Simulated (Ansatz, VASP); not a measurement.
**Two plane-wave programs on LiH**

```
Li H
1.0
     5.37975    0.00406    0.00000
     0.00205    2.68892    0.00000
     0.00000    0.00000   23.80000
Li H
2 2
Direct
  0.25017 0.50045 0.29440
  0.75034 0.49927 0.29401
  0.99977 0.99968 0.29450
  0.49972 0.00060 0.29356
```

Change from the starting cell: cell x2, atoms moved at random (sigma 0.15 Å) and cell strained at random (1.5 %), then relaxed without symmetry.

Alike in both runs: functional PBE; k mesh 4 × 6 × 1; occupations gaussian, width 0.1 eV; no spin polarisation.

Ansatz relaxed the structure, and its values are those at the end. VASP's run is a single point on that final structure, the one shown.

|  | VASP | Ansatz |
| --- | --- | --- |
| version | VASP 6.6.1 | Ansatz 0.2.0 |
| potentials or method | VASP PAW PBE potentials, release 64 (Li_sv, H), cutoff 650 eV | scalar-relativistic, plane waves, PAW |
| valence electrons in the cell | 8 | 8 |

VASP gave:

| Quantity | Value |
| --- | --- |
| gap on the k mesh at the Fermi level (eV) | 1.15 |
| least direct gap on the mesh (eV) | 4.15 |
| rms of the force components (eV/Å) | 0.008 |

Which values does Ansatz return?

gap on the k mesh at the Fermi level (eV): 1.14; least direct gap on the mesh (eV): 4.15; rms of the force components (eV/Å): 0.008.
